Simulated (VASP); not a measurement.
A run of VASP 6.6.1 is set up as follows.

The input INCAR:

```
SYSTEM = Si2Mo
  PREC = Accurate
  ENCUT = 520
  EDIFF = 1E-6
  ISMEAR = 1
  SIGMA = 0.1
  LREAL = .False.
  LASPH = .True.
  NELM = 80
  ALGO = Normal
  ISIF = 2
  LWAVE = .False.
  LCHARG = .False.
  GGA = PE
  NBANDS = 18
```

KPOINTS

```
regular mesh
0
Gamma
  20 20 20
  0 0 0
```

POSCAR

```
Si2Mo
1.0
   -1.6084461605      1.6084461605      3.9364078612
    1.6084461605     -1.6084461605      3.9364078612
    1.6084461605      1.6084461605     -3.9364078612
Si Mo
2 1
Direct
    0.3351158463      0.3351158463      0.0000000000
    0.6648841537      0.6648841537      0.0000000000
    0.0000000000      0.0000000000      0.0000000000
```

Potentials or basis: VASP PAW PBE potentials, release 64 (Si, Mo_sv).

Launch:

```console
$ cat potpaw_PBE.64/Si/POTCAR potpaw_PBE.64/Mo_sv/POTCAR > POTCAR
$ mpirun -np 1 vasp_std > vasp.out
```

Problem. What does it give for the largest force?

Solution. 0.004 eV/Å.

Problem. What does it give for the band gap on the k mesh?

Solution. Zero (band 11 reaches 12.53 eV, above the bottom of band 12 at 11.59 eV).

Problem. Predict the pressure.

Solution. 0.2 GPa.

Forces in eV/Å, atoms in the order of the input:
```
Si   0.000  0.000 -0.004
Si   0.000  0.000  0.004
Mo   0.000  0.000  0.000
```
